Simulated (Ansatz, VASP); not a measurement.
# One calculation of InAs, two programs

```
CELL_PARAMETERS angstrom
0.00000 3.05459 3.05459
3.05459 0.00000 3.05459
3.05459 3.05459 0.00000
ATOMIC_POSITIONS crystal
In 0.00000 0.00000 0.00000
As 0.25000 0.25000 0.25000
```

Alike in both runs: task single point; functional PBE; k mesh 6 × 6 × 6; occupations fermi-dirac, width 0.02 eV; no spin polarisation.

|  | VASP | Ansatz |
| --- | --- | --- |
| version | VASP 6.6.1 | Ansatz 0.2.0 |
| potentials or method | VASP PAW PBE potentials, release 64 (In_d, As) | plane waves, PAW |
| plane-wave cutoff (eV) | 520 | 420 |
| valence electrons in the cell | 18 | 28 |

```csv
,VASP,Ansatz,Ansatz less VASP
pressure (GPa),2.1,2.1,-0.06
```

VASP's potentials hold 18 valence electrons a cell and Ansatz's 28, so a difference there can come from the potentials and not from the codes.
